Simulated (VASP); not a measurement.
A run of VASP 6.6.1 is set up as follows.

INCAR

```
SYSTEM = Au
PREC     = Accurate       ! precision mode
ENCUT    = 520            ! plane-wave cutoff, eV
EDIFF    = 1E-6           ! SCF threshold, eV
ISMEAR   = 0              ! smearing method
SIGMA    = 0.15           ! smearing width, eV
LREAL    = .FALSE.        ! projectors in reciprocal space
LASPH    = .TRUE.         ! aspherical terms in the spheres
NELM     = 60             ! most SCF steps
ALGO     = Fast           ! electronic algorithm
ISIF     = 2              ! what is computed and relaxed
LWAVE    = .FALSE.        ! write WAVECAR
LCHARG   = .FALSE.        ! write CHGCAR
GGA      = PE             ! functional
NBANDS   = 18             ! bands
```

The input KPOINTS:

```
Automatic mesh
0
G
  18 18 10
  0 0 0
```

File POSCAR:

```
Au
1.0
    2.8999984104      0.0000000000      0.0000000000
   -1.4499992052      2.5114722944      0.0000000000
    0.0000000000      0.0000000000      4.8800000000
Au
2
Direct
    0.4102544149      0.7229768066      0.7500000000
    0.6666666667      0.3333333333      0.2500000000
```

Potentials or basis: VASP PAW PBE potentials, release 64 (Au).

Launch:

```bash
$ cat potpaw_PBE.64/Au/POTCAR > POTCAR
$ mpirun -np 1 vasp_std > vasp.out
```

(1) Predict the pressure.

(2) What does it give for the largest force?

(3) What does it give for the band gap on the k mesh?

Answers

(1) 2.0 GPa.

(2) 0.071 eV/Å.

(3) zero (bands 11 and 12 overlap by 6.48 eV).

Caveat: the cell differs from its parent crystal (atom 1 (Au) moved by (+0.200, +0.000) A along [1 1 0] and z); spin-orbit coupling is left out, which moves the levels of the heavy elements.
